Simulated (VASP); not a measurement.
Write the native input for VASP 6.6.1 that does the following.

```
Task                   : single point
Functional             : PBEsol
Potentials or basis    : VASP PAW PBE potentials, release 64 (Mg, O)
Cutoff                 : 520 eV
k mesh                 : 9 × 9 × 6
Occupations            : fermi-dirac, width 0.05 eV
Spin                   : no spin polarisation
Dipole correction      : no
Further INCAR settings : ALGO = Normal; EDIFF = 1e-07; NBANDS = 16
```

The structure of MgO lies in POSCAR:

```
MgO
1.0
    3.3726620253      0.0000000000      0.0000000000
   -1.6863310127      2.9208109923      0.0000000000
    0.0000000000      0.0000000000      5.0806100433
Mg O
2 2
Direct
    0.6666666667      0.3333333333      0.5021597400
    0.3333333333      0.6666666667      0.0021597400
    0.6666666667      0.3333333333      0.9024402600
    0.3333333333      0.6666666667      0.4024402600
```

This cell differs from its parent crystal: volume scaled by 1.06.

These files were run (other wordings do the same):

INCAR

```
SYSTEM = MgO
PREC     = Accurate       ! precision mode
ENCUT    = 520            ! plane-wave cutoff, eV
EDIFF    = 1E-7           ! SCF threshold, eV
ISMEAR   = -1             ! smearing method
SIGMA    = 0.05           ! smearing width, eV
LREAL    = .FALSE.        ! projectors in reciprocal space
LASPH    = .TRUE.         ! aspherical terms in the spheres
NELM     = 80             ! most SCF steps
ALGO     = Normal         ! electronic algorithm
ISIF     = 2              ! what is computed and relaxed
LWAVE    = .FALSE.        ! write WAVECAR
LCHARG   = .FALSE.        ! write CHGCAR
GGA      = PS             ! functional
NBANDS   = 16             ! bands
```

KPOINTS

```
Automatic mesh
0
G
  9 9 6
  0 0 0
```

Potentials or basis: VASP PAW PBE potentials, release 64 (Mg, O).

The run is started by

```bash
$ cat potpaw_PBE.64/Mg/POTCAR potpaw_PBE.64/O/POTCAR > POTCAR
$ mpirun -np 1 vasp_std > vasp.out
```

It gave:

```json
{"Pressure": "-6.3 GPa", "Largest force": "0.061 eV/Å", "Band gap on the k mesh": "3.04 eV, direct"}
```

Caveat: the PAW data sets were made with another functional, which shifts forces and pressure a little.

Wall time 58 s on 1 thread of Intel Xeon 6975P-C, on a shared host, peak memory 0.19 GiB.
